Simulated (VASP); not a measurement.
Bi: single point with LDA

The system is Bi.

```
Bi
1.0
     3.48860   -3.13258    0.00000
     3.48860    3.13258    0.00000
    -1.26023    0.00000    3.11355
Bi
2
Direct
  0.24694 0.24694 0.14262
  0.75306 0.75306 0.85738
```

```
Program                : VASP 6.6.1
Task                   : single point
Functional             : LDA
Potentials or basis    : VASP PAW LDA potentials, release 64 (Bi_d)
Cutoff                 : 500 eV
k mesh                 : 2 × 2 × 2
Occupations            : gaussian, width 0.1 eV
Spin                   : no spin polarisation
Dipole correction      : no
Further INCAR settings : ALGO = Normal; EDIFF = 1e-06; NBANDS = 22
```

```
Pressure               : -5.2 GPa
Largest force          : 0.339 eV/Å
Band gap on the k mesh : zero (band 15 reaches 9.63 eV, above the bottom of band 16 at 5.85 eV)
```

Forces in eV/Å, atoms in the order of the input:
```
Bi   0.337  0.000 -0.036
Bi  -0.337  0.000  0.036
```

Stress tensor (GPa, compression positive):
```
  2.28   0.00   7.67
  0.00   5.70   0.00
  7.67   0.00 -23.50
```

Levels at points of the mesh, in eV from the Fermi level:
```csv
k point,band 11,band 12,band 13,band 14,band 15,band 16,band 17,band 18,band 19,band 20
"(0.00, 0.00, 0.00)",-12.55,-8.64,-2.48,-2.26,3.36,3.57,4.25,4.62,4.77,7.33
"(0.50, 0.00, 0.00)",-11.11,-10.90,-0.60,-0.41,-0.16,-0.12,3.92,5.05,8.26,8.93
"(0.50, 0.50, 0.00)",-10.70,-10.46,-4.36,-4.34,3.66,4.41,5.66,6.05,9.44,10.34
"(0.00, 0.00, 0.50)",-10.23,-8.45,-3.37,-1.92,-1.04,1.69,2.00,2.11,6.70,7.36
"(0.50, 0.00, 0.50)",-9.95,-8.56,-3.70,-2.52,-1.27,1.44,2.58,2.70,6.31,7.02
"(0.50, 0.50, 0.50)",-9.64,-8.82,-3.21,-2.28,-1.66,0.08,1.71,2.19,6.68,8.84
```

It took 4.3 s on 1 thread of Intel(R) Xeon(R) Platinum 8488C (Sapphire Rapids), on a shared host, peak memory 0.14 GiB.

Caveat: the k points lie up to 1.01 Å⁻¹ apart; spin-orbit coupling is left out, which moves the levels of the heavy elements.
